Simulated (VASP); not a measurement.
# MoS2 (P6_3/mmc) in VASP: settings compared

Aim: see how the results for MoS2 move with the level of theory and the settings. Levels: PBE, r2SCAN. Tasks: single point.

Program: VASP 6.6.1. These are calculated values, not measurements. Logs are shortened: lines on timing, memory, paths and dates and some standing lists are left out, and cuts for length are marked.

**Measured values to compare with.**

From “Multiwavelength excitation Raman Scattering Analysis of bulk and 2 dimensional MoS2: Vibrational properties of atomically thin MoS2 layers”, 2015, arxiv:1506.03228, for a bulk crystal of MoS2 at 300 K: band gap 1.3 eV (indirect).

The runs below are set against these values where they give the same quantity.

**1. The cell of the first run**

It takes space group P6_3/mmc (No. 194, hexagonal). The conventional cell has a = 3.173 Å, b = 3.173 Å, c = 12.436 Å, α = 90.00°, β = 90.00°, γ = 120.00°. Mo (site symmetry -6m2) has 6 S at 2.40 Å and 6 Mo at 3.17 Å within 3.2 Å. S (site symmetry 3m) has 3 Mo at 2.40 Å and 7 S at 3.11 to 3.17 Å within 3.2 Å.

**2. Single point, PBE**

Input file INCAR:

```
SYSTEM = MoS2
  PREC = Accurate
  ENCUT = 520
  EDIFF = 1E-7
  ISMEAR = 0
  SIGMA = 0.01
  LREAL = .FALSE.
  LASPH = .TRUE.
  NELM = 80
  ALGO = Normal
  ISIF = 2
  LWAVE = .FALSE.
  LCHARG = .FALSE.
  GGA = PE
  NBANDS = 35
```

Input file KPOINTS:

```
regular mesh
0
G
  9 9 2
  0 0 0
```

Input file POSCAR:

```
MoS2
1.0
    3.1730194941      0.0000000000      0.0000000000
   -1.5865097470      2.7479154886      0.0000000000
    0.0000000000      0.0000000000     12.4359056939
Mo S
2 4
Direct
    0.3333333333      0.6666666667      0.2500000000
    0.6666666667      0.3333333333      0.7500000000
    0.3333333333      0.6666666667      0.6249005388
    0.6666666667      0.3333333333      0.1249005388
    0.3333333333      0.6666666667      0.8750994612
    0.6666666667      0.3333333333      0.3750994612
```

Potentials or basis: VASP PAW PBE potentials, release 64 (Mo_sv, S).

Launch:

```bash
$ cat potpaw_PBE.64/Mo_sv/POTCAR potpaw_PBE.64/S/POTCAR > POTCAR
$ mpirun -np 1 vasp_std > vasp.out
```

OUTCAR:

```text
SYSTEM = MoS2
   PREC = Accurate
   ENCUT = 520
   EDIFF = 1E-7
   ISMEAR = 0
   LREAL = .FALSE.
   LASPH = .TRUE.
   NELM = 80
   ISIF = 2
   GGA = PE

 ion  position               nearest neighbor table
   1  0.333  0.667  0.250-   4 2.40   6 2.40   4 2.40   6 2.40   4 2.40   6 2.40
   2  0.667  0.333  0.750-   3 2.40   5 2.40   3 2.40   5 2.40   3 2.40   5 2.40
   3  0.333  0.667  0.625-   2 2.40   2 2.40   2 2.40
   4  0.667  0.333  0.125-   1 2.40   1 2.40   1 2.40
   5  0.333  0.667  0.875-   2 2.40   2 2.40   2 2.40
   6  0.667  0.333  0.375-   1 2.40   1 2.40   1 2.40

  LATTYP: Found a hexagonal cell.
 ALAT       =     3.1730194941
 C/A-ratio  =     3.9192654558

  Lattice vectors:

 A1 = (   3.1730194941,   0.0000000000,   0.0000000000)
 A2 = (  -1.5865097470,   2.7479154886,   0.0000000000)
 A3 = (   0.0000000000,   0.0000000000,  12.4359056939)

Analysis of symmetry for initial positions (statically):
=====================================================================
 Subroutine PRICEL returns:
 Original cell was already a primitive cell.

 Routine SETGRP: Setting up the symmetry group for a
 hexagonal supercell.

 Subroutine GETGRP returns: Found 24 space group operations
 (whereof 12 operations were pure point group operations)
 out of a pool of 24 trial point group operations.

The static configuration has the point symmetry D_3d.
 The point group associated with its full space group is D_6h.

Analysis of symmetry for dynamics (positions and initial velocities):
=====================================================================
 Subroutine PRICEL returns:
 Original cell was already a primitive cell.

 Routine SETGRP: Setting up the symmetry group for a
 hexagonal supercell.

 Subroutine GETGRP returns: Found 24 space group operations
 (whereof 12 operations were pure point group operations)
 out of a pool of 24 trial point group operations.

The dynamic configuration has the point symmetry D_3d.
 The point group associated with its full space group is D_6h.

 Subroutine INISYM returns: Found 24 space group operations
 (whereof 12 operations are pure point group operations),
 and found     1 'primitive' translations

----------------------------------------------------------------------------------------

                                     Primitive cell

  volume of cell :     108.4310

  direct lattice vectors                    reciprocal lattice vectors
     3.173019494  0.000000000  0.000000000     0.315157219  0.181956105  0.000000000
    -1.586509747  2.747915489  0.000000000     0.000000000  0.363912211  0.000000000
     0.000000000  0.000000000 12.435905694     0.000000000  0.000000000  0.080412318

  length of vectors
     3.173019494  3.173019494 12.435905694     0.363912211  0.363912211  0.080412318

  position of ions in fractional coordinates (direct lattice)
     0.333333333  0.666666667  0.250000000
     0.666666667  0.333333333  0.750000000
     0.333333333  0.666666667  0.624900539
     0.666666667  0.333333333  0.124900539
     0.333333333  0.666666667  0.875099461
     0.666666667  0.333333333  0.375099461

  ion indices of the primitive-cell ions
   primitive index   ion index
                 1           1
                 2           2
                 3           3
                 4           4
                 5           5
                 6           6

----------------------------------------------------------------------------------------

 KPOINTS: regular mesh

Automatic generation of k-mesh.
 Grid dimensions read from file:
 generate k-points for:    9    9    2

 Generating k-lattice:

  Cartesian coordinates                     Fractional coordinates (reciprocal lattice)
     0.035017469  0.020217345  0.000000000     0.111111111 -0.000000000  0.000000000
     0.000000000  0.040434690  0.000000000     0.000000000  0.111111111  0.000000000
     0.000000000  0.000000000  0.040206159     0.000000000  0.000000000  0.500000000

  Length of vectors
     0.040434690  0.040434690  0.040206159

  Shift w.r.t. Gamma in fractional coordinates (k-lattice)
     0.000000000  0.000000000  0.000000000

 Subroutine IBZKPT returns following result:
 ===========================================

 Found     24 irreducible k-points:

 Following reciprocal coordinates:
            Coordinates               Weight
  0.000000  0.000000  0.000000      1.000000
  0.111111 -0.000000  0.000000      6.000000
  0.222222  0.000000  0.000000      6.000000
  0.333333  0.000000  0.000000      6.000000
  0.444444  0.000000  0.000000      6.000000
  0.111111  0.111111  0.000000      6.000000
[... 16 lines left out ...]
  0.333333  0.222222  0.500000     12.000000
  0.333333  0.333333  0.500000      2.000000
   k-points           NKPTS =     24   k-points in BZ     NKDIM =     24   number of bands    NBANDS=     35
   number of dos      NEDOS =    301   number of ions     NIONS =      6
   total plane-waves  NPLWV =  55296
   dimension x,y,z NGX =    24 NGY =   24 NGZ =   96
   dimension x,y,z NGXF=    48 NGYF=   48 NGZF=  192
   ions per type =               2   4
   NGX,Y,Z   is equivalent  to a cutoff of  12.57, 12.57, 12.83 a.u.
   NGXF,Y,Z  is equivalent  to a cutoff of  25.15, 25.15, 25.67 a.u.
 SYSTEM =  MoS2
   PREC   = accura    normal or accurate (medium, high low for compatibility)
   ISTART =      0    job   : 0-new  1-cont  2-samecut
   ICHARG =      2    charge: 1-file 2-atom 10-const
   ISPIN  =      1    spin polarized calculation?
   LNONCOLLINEAR =      F non collinear calculations
   LSORBIT =      F    spin-orbit coupling
   LASPH  =      T    aspherical Exc in radial PAW
   ENCUT  =  520.0 eV  38.22 Ry    6.18 a.u.   5.90  5.90 23.12*2*pi/ulx,y,z
   NELM   =     80;   NELMIN=  2; NELMDL= -5     # of ELM steps
   EDIFF  = 0.1E-06   stopping-criterion for ELM
   LREAL  =      F    real-space projection
   EDIFFG = 0.1E-05   stopping-criterion for IOM
   NSW    =      0    number of steps for IOM
   IBRION =     -1    ionic relax: 0-MD 1-quasi-New 2-CG
   NFREE  =      0    steps in history (QN), initial steepest desc. (CG)
   ISIF   =      2    stress and relaxation
   ISYM   =      2    0-nonsym 1-usesym 2-fastsym
   POTIM  = 0.5000    time-step for ionic-motion
   TEBEG  =    0.0;   TEEND  =   0.0 temperature during run
   PSTRESS=    0.0 pullay stress
   NELECT =      52.0000    total number of electrons
   NUPDOWN=      -1.0000    fix difference up-down
   EMIN   =  10.00;   EMAX   =-10.00  energy-range for DOS
   EFERMI =   0.00;   METHOD = LEGACY
   ISMEAR =     0;   SIGMA  =   0.01  broadening in eV -4-tet -1-fermi 0-gaus
   EFERMI_NEDOS =   21; number of points for ismear=-14 and -15
   IALGO  =     38    algorithm
   IMIX   =      4    mixing-type and parameters
     AMIX     =   0.40;   BMIX     =  1.00
     AMIX_MAG =   1.60;   BMIX_MAG =  1.00
  volume/ion in A,a.u.               =      18.07       121.95
  Fermi-wavevector in a.u.,A,eV,Ry     =   1.281420  2.421532 22.341266  1.642037
  Thomas-Fermi vector in A             =   2.413791
   LORBIT       =      0    0 simple, 1 ext, 2 COOP (PROOUT), +10 PAW based schemes
   GGA     = PE    functional components
   LHFCALC =     F    Hartree Fock is set to
   AEXX    =    0.0000 exact exchange contribution
   IVDW    =     0    specifies the selected vdW correction
   LEPSILON=     F    determine dielectric tensor
   LRPA    =     F    only Hartree local field effects (RPA)
 non-spin polarized calculation
 Gauss-broadening in eV      SIGMA  =   0.01
  energy-cutoff  :      520.00
  volume of cell :      108.43
 maximum number of plane-waves:      2942
 NGX is ok and might be reduce to    24
   NGX = 11   NGY = 11   NGZ = 47

 number of electron      51.9999999 magnetization

 Free energy of the ion-electron system (eV)
  ---------------------------------------------------
  ext. energy  EPLUGINS =         0.00000000
  ---------------------------------------------------
  free energy    TOTEN  =       -43.63246255 eV

  energy without entropy =      -43.63246255  energy(sigma->0) =      -43.63246255

 E-fermi :   7.4321     XC(G=0): -10.7283

 val. band max:        7.3323128538   @ k =   0.0000   0.0000   0.0000
 cond. band min:       8.3557329951   @ k =   0.2222   0.1111   0.0000
 fundamental gap:      1.0234201413
 Fermi energy:         7.4320840797

 k-point     1 :       0.0000    0.0000    0.0000
  band No.  band energies     occupation
      1     -54.1698      2.00000
      2     -54.1698      2.00000
      3     -28.3188      2.00000
      4     -28.3188      2.00000
      5     -28.1057      2.00000
      6     -28.1057      2.00000
[... 27 lines left out ...]
     34       9.7912      0.00000
     35      12.8864      0.00000

 k-point     2 :       0.1111   -0.0000    0.0000
  band No.  band energies     occupation
      1     -54.1653      2.00000
      2     -54.1653      2.00000
      3     -28.3098      2.00000
      4     -28.3097      2.00000
      5     -28.1518      2.00000
      6     -28.1518      2.00000
[... 27 lines left out ...]
     34       9.8009      0.00000
     35      13.6841      0.00000

 k-point     3 :       0.2222    0.0000    0.0000
  band No.  band energies     occupation
      1     -54.1537      2.00000
      2     -54.1537      2.00000
      3     -28.2868      2.00000
      4     -28.2867      2.00000
      5     -28.2672      2.00000
      6     -28.2672      2.00000
[... 27 lines left out ...]
     34      10.4422      0.00000
     35      14.7260      0.00000

 k-point     4 :       0.3333    0.0000    0.0000
  band No.  band energies     occupation
      1     -54.1405      2.00000
      2     -54.1405      2.00000
      3     -28.3959      2.00000
      4     -28.3959      2.00000
      5     -28.2605      2.00000
      6     -28.2605      2.00000
[... 27 lines left out ...]
     34      10.9495      0.00000
     35      14.0524      0.00000

 k-point     5 :       0.4444    0.0000    0.0000
  band No.  band energies     occupation
      1     -54.1319      2.00000
      2     -54.1319      2.00000
      3     -28.4786      2.00000
      4     -28.4786      2.00000
      5     -28.2433      2.00000
      6     -28.2433      2.00000
[... 638 lines left out ...]
 k-point    22 :       0.2222    0.2222    0.5000
  band No.  band energies     occupation
      1     -54.1347      2.00000
      2     -54.1347      2.00000
      3     -28.4031      2.00000
      4     -28.4031      2.00000
      5     -28.2490      2.00000
      6     -28.2490      2.00000
[... 27 lines left out ...]
     34      11.2537      0.00000
     35      14.6733      0.00000

 k-point    23 :       0.3333    0.2222    0.5000
  band No.  band energies     occupation
      1     -54.1281      2.00000
      2     -54.1281      2.00000
      3     -28.4330      2.00000
      4     -28.4330      2.00000
      5     -28.2852      2.00000
      6     -28.2852      2.00000
[... 27 lines left out ...]
     34      11.3551      0.00000
     35      13.8856      0.00000

 k-point    24 :       0.3333    0.3333    0.5000
  band No.  band energies     occupation
      1     -54.1258      2.00000
      2     -54.1258      2.00000
      3     -28.3955      2.00000
      4     -28.3955      2.00000
      5     -28.3508      2.00000
      6     -28.3508      2.00000
[... 27 lines left out ...]
     34      11.5452      0.00000
     35      14.0009      0.00000

------------------------ aborting loop because EDIFF is reached ----------------------------------------

  FORCE on cell =-STRESS in cart. coord.  units (eV):
  Direction    XX          YY          ZZ          XY          YZ          ZX
  --------------------------------------------------------------------------------------
  -------------------------------------------------------------------------------------
  Total        1.2273951      1.2273951      2.1369002      0.0000000     -0.0000000     -0.0000000
  in kB       18.1359964     18.1359964     31.5748489      0.0000000     -0.0000000     -0.0000000
  external PRESSURE =      22.6156139 kB  Pullay stress =       0.0000000 kB

 VOLUME and BASIS-vectors are now :
 -----------------------------------------------------------------------------
  energy-cutoff  :      520.00
  volume of cell :      108.43
      direct lattice vectors                 reciprocal lattice vectors
     3.173019494  0.000000000  0.000000000     0.315157219  0.181956105  0.000000000
    -1.586509747  2.747915489  0.000000000     0.000000000  0.363912211  0.000000000
     0.000000000  0.000000000 12.435905694     0.000000000  0.000000000  0.080412318

 POSITION                                       TOTAL-FORCE (eV/Angst)
 -----------------------------------------------------------------------------------
     -0.00000      1.83194      3.10898         0.000000     -0.000000      0.000000
      1.58651      0.91597      9.32693        -0.000000      0.000000      0.000000
     -0.00000      1.83194      7.77120         0.000000     -0.000000     -0.098093
      1.58651      0.91597      1.55325        -0.000000      0.000000     -0.098093
     -0.00000      1.83194     10.88265         0.000000     -0.000000      0.098093
      1.58651      0.91597      4.66470        -0.000000      0.000000      0.098093
 -----------------------------------------------------------------------------------
    total drift:                                0.000000     -0.000000      0.000000

  FREE ENERGIE OF THE ION-ELECTRON SYSTEM (eV)
  ---------------------------------------------------
  free  energy   TOTEN  =       -43.6324625452 eV

  energy  without entropy=      -43.6324625452  energy(sigma->0) =      -43.63246255
```

It used 200 s of CPU time on 1 thread of AMD EPYC 7R13 Processor (Zen 3), on a shared host.

What came out:

```yaml
Free_energy: -43.6325 eV
Pressure: 2.3 GPa
Largest_force: 0.098 eV/Å
Band_gap_on_the_k_mesh: 1.02 eV, indirect (least direct gap 1.64 eV)
```

Forces in eV/Å, atoms in the order of the input:
```
Mo   0.000  0.000  0.000
Mo   0.000  0.000  0.000
S    0.000  0.000 -0.098
S    0.000  0.000 -0.098
S    0.000  0.000  0.098
S    0.000  0.000  0.098
```

Caveat: this functional lacks dispersion, which binds the layers, so the pressure and a relaxed spacing across them are unreliable.

(Continued in part 2 of 2.)
